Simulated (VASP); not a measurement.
Set up this calculation in VASP 6.6.1, as the native input.

* Task: single point
* Functional: PBE
* Potentials or basis: VASP PAW PBE potentials, release 64 (Nb_sv, Te, Mo_sv)
* Cutoff: 520 eV
* k mesh: 6 × 6 × 1
* Occupations: gaussian, width 0.2 eV
* Spin: collinear spin
* Starting moments: [0.33, 0.0, 0.0, 0.0, 0.0, 0.0, 0.0, 0.0, 0.0, 0.0, 0.0, 0.0] μB
* Dipole correction: no
* Further INCAR settings: ALGO = Normal; EDIFF = 1e-07; NBANDS = 68

The structure of NbTe8Mo3 lies in POSCAR:

```
NbTe8Mo3
1.0
    3.5847310603      0.0000000000      0.0000000000
   -1.7923655301      3.1044681639      0.0000000000
    0.0000000000      0.0000000000     34.6056968158
Nb Te Mo
1 8 3
Direct
    0.0000000000      0.0000000000      0.0000000000
    0.3333333333      0.6666666667      0.1982898374
    0.3333333333      0.6666666667      0.4480575203
    0.3333333333      0.6666666667      0.6978214418
    0.3333333333      0.6666666667      0.9453720412
    0.3333333333      0.6666666667      0.0546279588
    0.3333333333      0.6666666667      0.3021785582
    0.3333333333      0.6666666667      0.5519424797
    0.3333333333      0.6666666667      0.8017101626
    0.0000000000      0.0000000000      0.2502337351
    0.0000000000      0.0000000000      0.5000000000
    0.0000000000      0.0000000000      0.7497662649
```

The input as run:

INCAR

```
ALGO = Normal
EDIFF = 1E-7
ENCUT = 520
GGA = PE
ISIF = 2
ISMEAR = 0
ISPIN = 2
LASPH = True
LCHARG = False
LMAXMIX = 4
LORBIT = 11
LREAL = False
LWAVE = False
MAGMOM = 0.33 0 0 0 0 0 0 0 0 0 0 0
NBANDS = 68
NELM = 150
PREC = Accurate
SIGMA = 0.2
```

KPOINTS

```
k-points
0
Gamma
  6 6 1
```

Potentials or basis: VASP PAW PBE potentials, release 64 (Nb_sv, Te, Mo_sv).

The run is started by

```console
$ cat potpaw_PBE.64/Nb_sv/POTCAR potpaw_PBE.64/Te/POTCAR potpaw_PBE.64/Mo_sv/POTCAR > POTCAR
$ mpirun -np 1 vasp_std > vasp.out
```

It gave:

| Item | Value |
| --- | --- |
| Pressure | 0.0 GPa |
| Largest force | 0.022 eV/Å |
| Net moment | 0.00 μB per cell |
| Valence electrons inside the program's atomic spheres | Nb 10.60; Te 3.41, 3.43 (each value once); Mo 12.33 |

Caveat: this functional lacks dispersion, which binds layers or chains, so the pressure and a relaxed spacing across them are unreliable.

It took 45 min on 1 thread of Oxide Virtual Turin-like Processor, with other jobs on the host, peak memory 0.81 GiB.
